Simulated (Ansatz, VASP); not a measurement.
**Two plane-wave programs on Ga3PN2**

INCAR

```
PREC = Accurate
ENCUT = 600
EDIFF = 1E-6
ISMEAR = 0
SIGMA = 0.1
LREAL = F
LASPH = T
NELM = 80
ALGO = Normal
ISIF = 3
LWAVE = F
LCHARG = F
GGA = PE
IBRION = 2
NSW = 90
EDIFFG = -0.04
```

Contents of KPOINTS:

```
regular mesh
0
Gamma
  6 6 4
```

File POSCAR:

```
Ga3PN2
1.0
    4.2899423000      0.0000000000      0.0000000000
   -2.1449711500      3.7151990100      0.0000000000
    0.0000000000      0.0000000000      6.7623570600
Ga P N
3 1 2
Direct
    0.0000000000      0.0000000000      0.5000000000
    0.6666666700      0.3333333300      0.6493157700
    0.3333333300      0.6666666700      0.3506842300
    0.0000000000      0.0000000000      0.0000000000
    0.6666666700      0.3333333300      0.2483411600
    0.3333333300      0.6666666700      0.7516588400
```

Input for Ansatz:

```yaml
crystal:
  lattice:
    - [4.2899423, 0.0, 0.0]
    - [-2.14497115, 3.71519901, 0.0]
    - [0.0, 0.0, 6.76235706]
  atoms:
    - { symbol: Ga, position: [0.0, 0.0, 0.5] }
    - { symbol: Ga, position: [0.66666667, 0.33333333, 0.64931577] }
    - { symbol: Ga, position: [0.33333333, 0.66666667, 0.35068423] }
    - { symbol: P, position: [0.0, 0.0, 0.0] }
    - { symbol: "N", position: [0.66666667, 0.33333333, 0.24834116] }
    - { symbol: "N", position: [0.33333333, 0.66666667, 0.75165884] }
basis:
  ecutwfc: 420
kpoints:
  mp_grid: { grid: [6, 6, 4] }
hamiltonian:
  xc: pbe
scf:
  occupations: { method: gaussian, width: 0.1 }
  lower_state_search: "off"
output:
  forces: true
  stress: true
  eigenvalues: true
relax:
  adjacent_minimum: "off"
  f_tol: 0.04
  max_steps: 70
  cell: { stress_tol: 0.4 }
```

Change from the starting cell: species swapped into the Li3GdBi2 type (P-3m1, No. 164).

Alike in both runs: task relaxation of cell and atoms; functional PBE; k mesh 6 × 6 × 4; occupations gaussian, width 0.1 eV; no spin polarisation.

|  | VASP | Ansatz |
| --- | --- | --- |
| version | VASP 6.6.1 | Ansatz 0.2.0 |
| potentials or method | VASP PAW PBE potentials, release 64 (Ga_d, P, N), cutoff 600 eV | scalar-relativistic, plane waves, PAW |
| valence electrons in the cell | 54 | 54 |

VASP gave:

- gap on the k mesh at the Fermi level, each at its own relaxed structure (eV): none
- relaxed volume (Å³/atom): 12.18
- relaxed cell length with the largest relative difference (Å): 3.171

Question: Which values does Ansatz return?

Answer: gap on the k mesh at the Fermi level, each at its own relaxed structure (eV): none; relaxed volume (Å³/atom): 12.16; relaxed cell length with the largest relative difference (Å): 3.166.

A gap of «none» marks a metal or a gap that the smearing closes.

Noted on VASP's run: the volume moved by over 15 % at a fixed basis, so the end points are rough.
